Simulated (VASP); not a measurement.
Input of a VASP 6.6.1 run:

The input INCAR:

```
SYSTEM = WS2
PREC = Accurate
ENCUT = 520
EDIFF = 1E-6
ISMEAR = -1
SIGMA = 0.02
LREAL = .FALSE.
LASPH = .TRUE.
NELM = 60
ALGO = Normal
ISIF = 2
LWAVE = .FALSE.
LCHARG = .FALSE.
GGA = PE
NBANDS = 20
```

Contents of KPOINTS:

```
Automatic mesh
0
G
  10 10 10
  0 0 0
```

POSCAR

```
WS2
1.0
    1.5985959961      0.9229498287      6.0871024718
   -1.5985959961      0.9229498287      6.0871024718
    0.0000000000     -1.8458996574      6.0871024718
W S
1 2
Direct
    0.0000000000      0.0000000000      0.0000000000
    0.2477300226      0.2477300226      0.2477300226
    0.7522699774      0.7522699774      0.7522699774
```

Potentials or basis: VASP PAW PBE potentials, release 64 (W_sv, S).

Launch:

```bash
$ cat potpaw_PBE.64/W_sv/POTCAR potpaw_PBE.64/S/POTCAR > POTCAR
$ mpirun -np 1 vasp_std > vasp.out
```

Problem. Predict the pressure.

Solution. 3.1 GPa.

Problem. Estimate the band gap on the k mesh.

Solution. Zero (band 13 reaches 7.95 eV, above the bottom of band 14 at 6.92 eV).

Problem. Predict the largest force.

Solution. 0.239 eV/Å.

Forces in eV/Å, atoms in the order of the input:
```
W    0.000  0.000  0.000
S    0.000  0.000 -0.239
S    0.000  0.000  0.239
```

Caveat: spin-orbit coupling is left out, which moves the levels of the heavy elements.
